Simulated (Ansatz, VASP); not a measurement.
# One calculation of Al3BiO3, two programs

The input INCAR:

```
PREC = Accurate
ENCUT = 520
EDIFF = 1E-6
ISMEAR = 0
SIGMA = 0.2
LREAL = False
LASPH = True
NELM = 60
ALGO = Normal
ISIF = 2
LWAVE = False
LCHARG = True
GGA = PE
LELF = True
LVHAR = True
NBANDS = 55
```

The input KPOINTS:

```
regular mesh
0
Gamma
  8 4 4
```

POSCAR

```
Al3BiO3
1.0
    0.0000000000     -3.0517055088      0.0000000000
   -9.2526022591      0.0000000000     -0.0702574376
    3.2150572943      0.0000000000     -8.7730374170
Al Bi O
6 2 6
Direct
    0.7500000000      0.6734686058      0.8598497212
    0.2500000000      0.8635201106      0.6720595606
    0.7500000000      0.1887791676      0.8206748841
    0.2500000000      0.3265313942      0.1401502788
    0.2500000000      0.8112208324      0.1793251159
    0.7500000000      0.1364798894      0.3279404394
    0.2500000000      0.6428334045      0.3708069097
    0.7500000000      0.3571665955      0.6291930903
    0.2500000000      0.7556958531      0.8027938875
    0.7500000000      0.9812730120      0.7218582158
    0.2500000000      0.2195927499      0.9329757894
    0.7500000000      0.2443041469      0.1972061125
    0.7500000000      0.7804072501      0.0670242106
    0.2500000000      0.0187269880      0.2781417842
```

Input for Ansatz:

```yaml
crystal:
  lattice:
    - [0.0, -3.0517055088, 0.0]
    - [-9.2526022591, 0.0, -0.0702574376]
    - [3.2150572943, 0.0, -8.773037417]
  atoms:
    - { symbol: Al, position: [0.75, 0.6734686058, 0.8598497212] }
    - { symbol: Al, position: [0.25, 0.8635201106, 0.6720595606] }
    - { symbol: Al, position: [0.75, 0.1887791676, 0.8206748841] }
    - { symbol: Al, position: [0.25, 0.3265313942, 0.1401502788] }
    - { symbol: Al, position: [0.25, 0.8112208324, 0.1793251159] }
    - { symbol: Al, position: [0.75, 0.1364798894, 0.3279404394] }
    - { symbol: Bi, position: [0.25, 0.6428334045, 0.3708069097] }
    - { symbol: Bi, position: [0.75, 0.3571665955, 0.6291930903] }
    - { symbol: O, position: [0.25, 0.7556958531, 0.8027938875] }
    - { symbol: O, position: [0.75, 0.981273012, 0.7218582158] }
    - { symbol: O, position: [0.25, 0.2195927499, 0.9329757894] }
    - { symbol: O, position: [0.75, 0.2443041469, 0.1972061125] }
    - { symbol: O, position: [0.75, 0.7804072501, 0.0670242106] }
    - { symbol: O, position: [0.25, 0.018726988, 0.2781417842] }
basis:
  ecutwfc: 420
kpoints:
  mp_grid: { grid: [8, 4, 4] }
hamiltonian:
  xc: pbe
scf:
  occupations: { method: gaussian, width: 0.2 }
  lower_state_search: "off"
output:
  forces: true
  stress: true
  eigenvalues: true
```

Alike in both runs: task single point; functional PBE; k mesh 8 × 4 × 4; occupations gaussian, width 0.2 eV; no spin polarisation.

|  | VASP | Ansatz |
| --- | --- | --- |
| version | VASP 6.6.1 | Ansatz 0.2.0 |
| potentials or method | VASP PAW PBE potentials, release 64 (Al, Bi_d, O), cutoff 520 eV | scalar-relativistic, plane waves, PAW |
| valence electrons in the cell | 84 | 84 |

Ansatz gave:

- gap on the k mesh at the Fermi level (eV): none
- pressure (GPa): 0.1
- traceless stress, the component that is largest in VASP (GPa): 1.90
- rms of the force components (eV/Å): 0.073

Problem. Estimate VASP's values.

Solution. gap on the k mesh at the Fermi level (eV): none; pressure (GPa): 0.0; traceless stress, the component that is largest in VASP (GPa): 1.92; rms of the force components (eV/Å): 0.074.

Atom by atom the forces differ by 0.004 eV/Å (rms over components). A gap of «none» marks a metal or a gap that the smearing closes.

Spin-orbit coupling is off throughout.
